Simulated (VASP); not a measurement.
# MgB2 (db) (P6/mmm) in VASP: vibrations by perturbation theory with PBE

Aim: the vibrations by perturbation theory of MgB2 (db) with PBE.

Program: VASP 6.6.1. These are calculated values, not measurements. Logs are shortened: lines on timing, memory, paths and dates and some standing lists are left out, and cuts for length are marked.

### Step 1. The cell of the first run

The structure is hexagonal, space group P6/mmm (No. 191). Conventional cell: a = 3.085 Å, b = 3.085 Å, c = 3.523 Å, α = 90.00°, β = 90.00°, γ = 120.00°. Within 3.3 Å of Mg (site symmetry 6/mmm) lie 12 B at 2.51 Å and 6 Mg at 3.08 to 3.09 Å. Within 2.4 Å of B (site symmetry -6m2) lie 3 B at 1.78 Å.

### Step 2. Vibrations by perturbation theory, PBE

INCAR reads:

```
SYSTEM = MgB2
PREC = Accurate ; ENCUT = 520
EDIFF = 1E-8 ; ISMEAR = -1
SIGMA = 0.15 ; LREAL = .FALSE.
LASPH = .TRUE. ; NELM = 100
ALGO = Normal ; ISIF = 2
LWAVE = .FALSE. ; LCHARG = .TRUE.
GGA = PE ; NBANDS = 11
IBRION = 8 ; NSW = 1
```

KPOINTS reads:

```
Automatic mesh
0
G
  15 15 12
  0 0 0
```

POSCAR reads:

```
MgB2
1.0
    3.0850000000      0.0000000000      0.0000000000
   -1.5425000000      2.6716883707      0.0000000000
    0.0000000000      0.0000000000      3.5230000000
Mg B
1 2
Direct
    0.0000000000      0.0000000000      0.0000000000
    0.3333333333      0.6666666667      0.5000000000
    0.6666666667      0.3333333333      0.5000000000
```

Potentials or basis: VASP PAW PBE potentials, release 64 (Mg, B).

The run is started by

```sh
$ cat potpaw_PBE.64/Mg/POTCAR potpaw_PBE.64/B/POTCAR > POTCAR
$ mpirun -np 1 vasp_std > vasp.out
```

OUTCAR:

```text
SYSTEM = MgB2
   PREC = Accurate
   ENCUT = 520
   EDIFF = 1E-8
   ISMEAR = -1
   LREAL = .FALSE.
   LASPH = .TRUE.
   NELM = 100
   ISIF = 2
   GGA = PE
   IBRION = 8
   NSW = 1

 ion  position               nearest neighbor table
   1  0.000  0.000  0.000-   2 2.51   3 2.51   2 2.51   3 2.51   3 2.51   3 2.51   2 2.51   2 2.51
                             3 2.51   3 2.51   2 2.51   2 2.51
   2  0.333  0.667  0.500-   3 1.78   3 1.78   3 1.78   1 2.51   1 2.51   1 2.51   1 2.51   1 2.51
                             1 2.51
   3  0.667  0.333  0.500-   2 1.78   2 1.78   2 1.78   1 2.51   1 2.51   1 2.51   1 2.51   1 2.51
                             1 2.51

  LATTYP: Found a hexagonal cell.
 ALAT       =     3.0850000000
 C/A-ratio  =     1.1419773096

  Lattice vectors:

 A1 = (   3.0850000000,   0.0000000000,   0.0000000000)
 A2 = (  -1.5425000000,   2.6716883707,   0.0000000000)
 A3 = (   0.0000000000,   0.0000000000,   3.5230000000)

Analysis of symmetry for initial positions (statically):
=====================================================================
 Subroutine PRICEL returns:
 Original cell was already a primitive cell.

 Routine SETGRP: Setting up the symmetry group for a
 hexagonal supercell.

 Subroutine GETGRP returns: Found 24 space group operations
 (whereof 24 operations were pure point group operations)
 out of a pool of 24 trial point group operations.

The static configuration has the point symmetry D_6h.

Analysis of symmetry for dynamics (positions and initial velocities):
=====================================================================
 Subroutine PRICEL returns:
 Original cell was already a primitive cell.

 Routine SETGRP: Setting up the symmetry group for a
 hexagonal supercell.

 Subroutine GETGRP returns: Found 24 space group operations
 (whereof 24 operations were pure point group operations)
 out of a pool of 24 trial point group operations.

The dynamic configuration has the point symmetry D_6h.

 Subroutine INISYM returns: Found 24 space group operations
 (whereof 24 operations are pure point group operations),
 and found     1 'primitive' translations

----------------------------------------------------------------------------------------

                                     Primitive cell

  volume of cell :      29.0371

  direct lattice vectors                    reciprocal lattice vectors
     3.085000000  0.000000000  0.000000000     0.324149109  0.187147575  0.000000000
    -1.542500000  2.671688371  0.000000000     0.000000000  0.374295150  0.000000000
     0.000000000  0.000000000  3.523000000     0.000000000  0.000000000  0.283848992

  length of vectors
     3.085000000  3.085000000  3.523000000     0.374295150  0.374295150  0.283848992

  position of ions in fractional coordinates (direct lattice)
     0.000000000  0.000000000  0.000000000
     0.333333333  0.666666667  0.500000000
     0.666666667  0.333333333  0.500000000

  ion indices of the primitive-cell ions
   primitive index   ion index
                 1           1
                 2           2
                 3           3

----------------------------------------------------------------------------------------

 KPOINTS: Automatic mesh

Automatic generation of k-mesh.
 Grid dimensions read from file:
 generate k-points for:   15   15   12
[... 103 lines left out ...]

 number of electron       8.0000000 magnetization

 Free energy of the ion-electron system (eV)
  ---------------------------------------------------
  ext. energy  EPLUGINS =         0.00000000
  ---------------------------------------------------
  free energy    TOTEN  =       -15.34823584 eV

  energy without entropy =      -15.29807456  energy(sigma->0) =      -15.32315520

 E-fermi :   5.2502     XC(G=0): -10.9115

 val. band max:        5.2418863823   @ k =   0.3333   0.2000   0.0833
 cond. band min:       5.2943990135   @ k =   0.3333   0.2000   0.3333
 fundamental gap:      0.0525126311
 Fermi energy:         5.2502132278

 k-point     1 :       0.0000    0.0000    0.0000
  band No.  band energies     occupation
      1      -7.1552      2.00000
      2       2.3270      2.00000
      3       5.6159      0.16065
      4       5.6159      0.16065
      5       6.9188      0.00003
      6      11.5562      0.00000
      7      11.5562      0.00000
      8      13.3338      0.00000
      9      15.1889      0.00000
     10      17.9110      0.00000
     11      21.4081      0.00000
[... 309 lines left out ...]
 k-point    24 :       0.4000    0.2000    0.0000
  band No.  band energies     occupation
      1      -2.8189      2.00000
      2      -2.1287      2.00000
      3       0.8441      2.00000
      4       6.0487      0.00971
      5       7.9914      0.00000
      6      10.9049      0.00000
      7      11.2073      0.00000
      8      13.3043      0.00000
      9      14.8077      0.00000
     10      17.0751      0.00000
     11      18.9273      0.00000

 [... further k-points ...]
[... 5 lines left out ...]
  --------------------------------------------------------------------------------------
  -------------------------------------------------------------------------------------
  Total       -0.2978280     -0.2978280     -0.0682954      0.0000000      0.0000000      0.0000000
  in kB      -16.4332150    -16.4332150     -3.7683271      0.0000000      0.0000000      0.0000000
  external PRESSURE =     -12.2115857 kB  Pullay stress =       0.0000000 kB

 VOLUME and BASIS-vectors are now :
 -----------------------------------------------------------------------------
  energy-cutoff  :      520.00
  volume of cell :       29.04
      direct lattice vectors                 reciprocal lattice vectors
     3.085000000  0.000000000  0.000000000     0.324149109  0.187147575  0.000000000
    -1.542500000  2.671688371  0.000000000     0.000000000  0.374295150  0.000000000
     0.000000000  0.000000000  3.523000000     0.000000000  0.000000000  0.283848992

 POSITION                                       TOTAL-FORCE (eV/Angst)
 -----------------------------------------------------------------------------------
      0.00000      0.00000      0.00000        -0.000000      0.000000      0.000000
     -0.00000      1.78113      1.76150         0.000000     -0.000000      0.000000
      1.54250      0.89056      1.76150        -0.000000      0.000000     -0.000000
 -----------------------------------------------------------------------------------
    total drift:                                0.000000     -0.000000      0.000000

  FREE ENERGIE OF THE ION-ELECTRON SYSTEM (eV)
  ---------------------------------------------------
  free  energy   TOTEN  =       -15.3482358390 eV

  energy  without entropy=      -15.2980745559  energy(sigma->0) =      -15.32315520

[... ionic steps 2 to 3 ...]

--------------------------------------- Ionic step        4  -------------------------------------------

------------------------ aborting loop because EDIFF is reached ----------------------------------------
[... 11 lines left out ...]
[... ionic steps 8 to 8 ...]

--------------------------------------- Ionic step        9  -------------------------------------------

 Free energy of the ion-electron system (eV)
  ---------------------------------------------------
  ---------------------------------------------------
  free energy    TOTEN  =        -0.04178791 eV

  energy without entropy =       -0.04178791

------------------------ aborting loop because EDIFF is reached ----------------------------------------

 INTERNAL STRAIN TENSOR  FOR ION    2  DIRECTION 3   (eV/Angst):
 -----------------------------------------------------------------------------
     0.00380 -0.00000  0.00000
    -0.00000  0.00380  0.00000
     0.00000  0.00000 -0.01089

 INTERNAL STRAIN TENSOR FOR ION    3 for displacements in x,y,z  (eV/Angst):
          X           Y           Z          XY          YZ          ZX
  --------------------------------------------------------------------------------
  x     0.00000     0.00000     0.00000     2.60003     0.00000     0.00000
  y     2.60003    -2.60003     0.00000     0.00000     0.00000     0.00000
  z     0.00000     0.00000     0.00000     0.00000    -0.00000     0.00000

 SECOND DERIVATIVES (NOT SYMMETRIZED)
 ------------------------------------
               1X          1Y          1Z          2X          2Y          2Z          3X          3Y          3Z
  1X    -4.594097    0.000000    0.000000    2.297048    0.000000    0.000000    2.297048    0.000000    0.000000
  1Y     0.000000   -4.594097    0.000000    0.000000    2.297048    0.000000    0.000000    2.297048    0.000000
  1Z    -0.000000    0.000000   -6.569408   -0.000000    0.000000    3.284704    0.000000    0.000000    3.284704
  2X     2.304438   -0.000000    0.000000   -7.702043    0.000000    0.000000    5.397605    0.000000    0.000000
  2Y     0.000000    2.304438    0.000000   -0.000000   -7.702043    0.000000    0.000000    5.397605    0.000000
  2Z     0.000000    0.000000    3.284436   -0.000000    0.000000  -10.939010    0.000000    0.000000    7.654574
  3X     2.304438   -0.000000    0.000000    5.397605    0.000000    0.000000   -7.702043    0.000000    0.000000
  3Y     0.000000    2.304438    0.000000    0.000000    5.397605    0.000000   -0.000000   -7.702043    0.000000
  3Z     0.000000    0.000000    3.284436    0.000000    0.000000    7.654574   -0.000000    0.000000  -10.939010

 Eigenvectors and eigenvalues of the dynamical matrix
 ----------------------------------------------------

   1 f  =   20.502147 THz   128.818790 2PiTHz  683.878020 cm-1    84.790030 meV
             X         Y         Z           dx          dy          dz
      0.000000  0.000000  0.000000     0.000000   -0.000000    0.000000
     -0.000000  1.781126  1.761500     0.000000   -0.000000   -0.707107
      1.542500  0.890563  1.761500    -0.000000    0.000000    0.707107
[... 43 lines left out ...]
   9 f/i=    0.007947 THz     0.049930 2PiTHz    0.265069 cm-1     0.032864 meV
             X         Y         Z           dx          dy          dz
      0.000000  0.000000  0.000000    -0.724991   -0.066317   -0.000000
     -0.000000  1.781126  1.761500    -0.482748   -0.044158   -0.000000
      1.542500  0.890563  1.761500    -0.482748   -0.044158   -0.000000

--------------------------------------------------------------------------------------------------------

 ELASTIC MODULI CONTR FROM IONIC RELAXATION (kBar)
 Direction    XX          YY          ZZ          XY          YZ          ZX
 --------------------------------------------------------------------------------
 XX         -56.9487     56.9487      0.0000     -0.0000      0.0000      0.0000
 YY          56.9487    -56.9487      0.0000      0.0000     -0.0000      0.0000
 ZZ           0.0000      0.0000      0.0000      0.0000      0.0000      0.0000
 XY          -0.0000      0.0000      0.0000    -56.9487      0.0000      0.0000
 YZ           0.0000     -0.0000      0.0000      0.0000     -0.0000      0.0000
 ZX           0.0000      0.0000      0.0000      0.0000      0.0000      0.0000
 --------------------------------------------------------------------------------
```

Wall time 8.4 min (1 thread of Intel Xeon Platinum 8488C (Sapphire Rapids), shared host); peak memory 0.72 GiB.

What came out:

```
Highest phonon frequency at Γ, LO-TO splitting left out : 684 cm⁻¹
```

Phonon frequencies in cm⁻¹ (negative: imaginary):
```
              q point                    frequencies
(0.000, 0.000, 0.000)  0 0 0 331 331 395 574 574 684
```

Caveat: the cell wasn't relaxed at this level first, which shifts response properties.
